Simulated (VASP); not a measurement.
Pd, 1 atom in the cell. The structure is cubic, space group Fm-3m (No. 225). The conventional cell has a = 3.947 Å, b = 3.947 Å, c = 3.947 Å, α = 90.00°, β = 90.00°, γ = 90.00°. Within 3.7 Å of Pd (site symmetry m-3m) lie 12 Pd at 2.79 Å. 

```yaml
Program: VASP 6.6.1
Task: relaxation of cell and atoms
Functional: PBE
Potentials_or_basis: VASP PAW PBE potentials, release 64 (Pd)
Cutoff: 600 eV
k_mesh: 17 × 17 × 17
Occupations: fermi-dirac, width 0.1 eV
Spin: no spin polarisation
Dipole_correction: no
Further_INCAR_settings: ALGO = Normal; EDIFF = 1e-06; IBRION = 2; EDIFFG = -0.005; NSW = 60; ISIF = 3
```

Potentials or basis: VASP PAW PBE potentials, release 64 (Pd).

The run is started by

```bash
$ cat potpaw_PBE.64/Pd/POTCAR > POTCAR
$ mpirun -np 1 vasp_std > vasp.out
```

Hardware: 1 thread of Intel(R) Xeon(R) Platinum 8488C (Sapphire Rapids), on a shared host.

How long does it take, and how much memory?

Wall time 30 s on 1 thread of Intel(R) Xeon(R) Platinum 8488C (Sapphire Rapids), with other jobs on the host, peak memory 0.16 GiB. Counts: scf iterations 21, k points 165, ion steps 3.
